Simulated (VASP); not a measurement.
# Ca: single point with r2SCAN

Ca, a slab with vacuum:

```
CELL_PARAMETERS angstrom
3.93775 0.00000 0.00000
0.00000 3.93775 0.00000
0.00000 0.00000 23.35323
ATOMIC_POSITIONS crystal
Ca 0.50000 0.50000 0.32451
Ca 0.00000 0.00000 0.44044
Ca 0.50000 0.50000 0.55957
Ca 0.00000 0.00000 0.67548
```

```
Program                : VASP 6.6.1
Task                   : single point
Functional             : r2SCAN
Potentials or basis    : VASP PAW PBE potentials, release 64 (Ca_sv)
Cutoff                 : 520 eV
k mesh                 : 9 × 9 × 1
Occupations            : gaussian, width 0.1 eV
Spin                   : no spin polarisation
Dipole correction      : yes
Further INCAR settings : ALGO = Normal; EDIFF = 1e-07; NBANDS = 28
```

```yaml
Largest_force: 0.015 eV/Å
Band_gap_on_the_k_mesh: zero (bands 20 and 21 overlap by 0.37 eV)
```

Forces in eV/Å, atoms in the order of the input:
```
Ca   0.000  0.000 -0.015
Ca   0.000  0.000  0.005
Ca   0.000  0.000 -0.005
Ca   0.000  0.000  0.015
```

Levels at points of the mesh, in eV from the Fermi level:
| k point | band 18 | band 19 | band 20 | band 21 | band 22 | band 23 |
| --- | --- | --- | --- | --- | --- | --- |
| (0.00, 0.00, 0.00) | -3.34 | -2.23 | -1.07 | 0.46 | 0.69 | 0.80 |

It took 14 min on 1 thread of Intel(R) Xeon(R) 6975P-C (Granite Rapids) (shared host), peak memory 0.49 GiB.

Caveat: the PAW data sets were made with another functional, which shifts forces and pressure a little.
